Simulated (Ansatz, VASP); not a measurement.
Cu3O2 in VASP and in Ansatz

File INCAR:

```
SYSTEM = Cu3O2
PREC = Accurate ; ENCUT = 520
EDIFF = 1E-7 ; ISMEAR = 0
SIGMA = 0.15 ; LREAL = .FALSE.
LASPH = .TRUE. ; NELM = 80
ALGO = Normal ; ISIF = 2
LWAVE = .FALSE. ; LCHARG = .FALSE.
NBANDS = 30
```

The input KPOINTS:

```
Automatic mesh
0
G
  14 14 14
  0 0 0
```

File POSCAR:

```
Cu3O2
1.0
   -2.0136500000      2.0136500000      3.8755500000
    2.0136500000     -2.0136500000      3.8755500000
    2.0136500000      2.0136500000     -3.8755500000
Cu O
3 2
Direct
    0.2500000000      0.7500000000      0.5000000000
    0.7500000000      0.2500000000      0.5000000000
    0.0000000000      0.0000000000      0.0000000000
    0.0000000000      0.5000000000      0.5000000000
    0.5000000000      0.0000000000      0.5000000000
```

Input for Ansatz:

```yaml
crystal:
  lattice:
    - [-2.01365, 2.01365, 3.87555]
    - [2.01365, -2.01365, 3.87555]
    - [2.01365, 2.01365, -3.87555]
  atoms:
    - { symbol: Cu, position: [0.25, 0.75, 0.5] }
    - { symbol: Cu, position: [0.75, 0.25, 0.5] }
    - { symbol: Cu, position: [0.0, 0.0, 0.0] }
    - { symbol: O, position: [0.0, 0.5, 0.5] }
    - { symbol: O, position: [0.5, 0.0, 0.5] }
basis:
  ecutwfc: 520.0
kpoints:
  mp_grid: { grid: [14, 14, 14] }
hamiltonian:
  xc: lda
  pseudopotentials: { kind: paw, azcp: { folder: soft_1 } }
scf:
  occupations: { method: gaussian, width: 0.15 }
output:
  forces: true
  stress: true
  eigenvalues: true
  write_density: true
  write_potential: true
  elf: true
  volumetric_format: npy
```

Alike in both runs: task single point; functional LDA; k mesh 14 × 14 × 14; occupations gaussian, width 0.15 eV; no spin polarisation.

```csv
,VASP,Ansatz
version,VASP 6.6.1,Ansatz 0.2.0
potentials or method,"VASP PAW LDA potentials, release 64 (Cu, O), cutoff 520 eV","scalar-relativistic, plane waves, PAW"
valence electrons in the cell,45,69
```

```csv
,VASP,Ansatz,Ansatz less VASP
gap on the k mesh at the Fermi level (eV),none,none,-
pressure (GPa),-18.6,-19.2,-0.63
"traceless stress, the component that is largest in VASP (GPa)",-14.73,-15.14,-0.412
```

Ansatz warns that its potentials were made for another functional, while VASP's fit it. LDA's correlation is that of Perdew and Zunger in VASP and of Perdew and Wang (1992) in Ansatz. A gap of «none» marks a metal or a gap that the smearing closes. VASP's potentials hold 45 valence electrons a cell and Ansatz's 69, so a difference there can come from the potentials and not from the codes.
